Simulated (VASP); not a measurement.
## Ga2SeS3: single point with PBE

The system is Ga2SeS3.

```
Ga Se S
1.0
     4.82290    0.00000    0.00000
    -2.41145    4.17676    0.00000
     0.00000    0.00000    7.94812
Ga Se S
2 1 3
Direct
  0.33333 0.66667 0.00000
  0.66667 0.33333 0.00000
  0.00000 0.00000 0.50000
  0.00000 0.00000 0.21903
  0.00000 0.00000 0.78097
  0.00000 0.00000 0.00000
```

The cell was built from a structure type or drawn by symmetry, and may not be a known phase.

| Quantity | Value |
| --- | --- |
| Program | VASP 6.6.1 |
| Task | single point |
| Functional | PBE |
| Potentials or basis | VASP PAW PBE potentials, release 64 (Ga_d, Se, S) |
| Cutoff | 520 eV |
| k mesh | 6 × 6 × 2 |
| Occupations | gaussian, width 0.1 eV |
| Spin | no spin polarisation |

| Property | Result |
| --- | --- |
| Pressure | 16.1 GPa |
| Largest force | 10.773 eV/Å |
| Band gap on the k mesh | zero (bands 25 and 26 overlap by 1.83 eV) |

Forces on the atoms (eV/Å):
```
Ga    0.000   0.000   0.000
Ga    0.000   0.000   0.000
Se    0.000   0.000   0.000
S     0.000   0.000  10.773
S     0.000   0.000 -10.773
S     0.000   0.000   0.000
```

Stress tensor (GPa, compression positive):
```
 2.90  0.00  0.00
 0.00  2.90  0.00
 0.00  0.00 42.48
```

Levels at points of the mesh, in eV from the Fermi level:
```tsv
k point	band 24	band 25	band 26	band 27	band 28	band 29
(0.00, 0.00, 0.00)	-0.94	-0.94	-0.48	1.38	1.38	1.55
(0.50, 0.00, 0.00)	0.63	0.97	1.06	1.11	2.13	2.33
(0.00, 0.00, 0.50)	-0.94	-0.69	-0.69	-0.29	-0.29	-0.26
(0.50, 0.00, 0.50)	-0.83	-0.62	-0.45	1.70	1.89	2.14
```

Wall time 50 s on 1 thread of Intel(R) Xeon(R) Platinum 8488C (Sapphire Rapids), on a shared host, peak memory 0.29 GiB.

Caveat: the k points lie up to 0.40 Å⁻¹ apart, too coarse for converged energies and pressures of a metal; forces of over 1 eV/Å act on the atoms, so gaps and moduli don't describe the material at rest.
